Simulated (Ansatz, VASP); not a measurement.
## ZnO: VASP beside Ansatz

File INCAR:

```
PREC = Accurate ; ENCUT = 520
EDIFF = 1E-7 ; ISMEAR = -1
SIGMA = 0.02 ; LREAL = F
LASPH = T ; NELM = 120
ALGO = Normal ; ISIF = 2
LWAVE = F ; LCHARG = F
GGA = PE ; IBRION = 2
NSW = 80 ; EDIFFG = -0.02
GGA_COMPAT = F ; NELMIN = 4
```

The input KPOINTS:

```
Automatic mesh
0
Gamma
  11 11 6
```

POSCAR

```
ZnO
1.0
    3.2494000000      0.0000000000      0.0000000000
   -1.6247000000      2.8140629471      0.0000000000
    0.0000000000      0.0000000000      5.1517620000
Zn O
2 2
Direct
    0.3333333333      0.6666666667      0.0004799578
    0.6666666667      0.3333333333      0.5004799578
    0.3333333333      0.6666666667      0.3816200422
    0.6666666667      0.3333333333      0.8816200422
```

Input for Ansatz:

```yaml
crystal:
  lattice:
    - [3.2494, 0.0, 0.0]
    - [-1.6247, 2.8140629471, 0.0]
    - [0.0, 0.0, 5.151762]
  atoms:
    - { symbol: Zn, position: [0.3333333333, 0.6666666667, 0.0004799578] }
    - { symbol: Zn, position: [0.6666666667, 0.3333333333, 0.5004799578] }
    - { symbol: O, position: [0.3333333333, 0.6666666667, 0.3816200422] }
    - { symbol: O, position: [0.6666666667, 0.3333333333, 0.8816200422] }
kpoints:
  mp_grid: { grid: [11, 11, 6] }
scf:
  occupations: { method: fermi_dirac, width: 0.02 }
hamiltonian:
  xc: pbe
  pseudopotentials: { kind: paw }
output:
  forces: true
  stress: true
  populations: true
  efg:
    quadrupole_moments_barn: { Zn: 0.122, O: -0.02558 }
    contact_densities: true
relax:
  f_tol: 0.02
  max_steps: 60
```

Change from the starting cell: z stretched by -1 %, ions relaxed.

Alike in both runs: task relaxation of the atoms; functional PBE; k mesh 11 × 11 × 6; occupations fermi-dirac, width 0.02 eV; no spin polarisation.

```csv
,VASP,Ansatz
version,VASP 6.6.1,Ansatz 0.2.0
potentials or method,"VASP PAW PBE potentials, release 64 (Zn, O)","plane-wave PAW, scalar-relativistic"
plane-wave cutoff (eV),520,420
valence electrons in the cell,36,36
```

```csv
,VASP,Ansatz,Ansatz less VASP
"gap on the k mesh at the Fermi level, each at its own relaxed structure (eV)",0.82,0.83,+0.015
```

Ansatz's warnings: stress scf threshold loose.
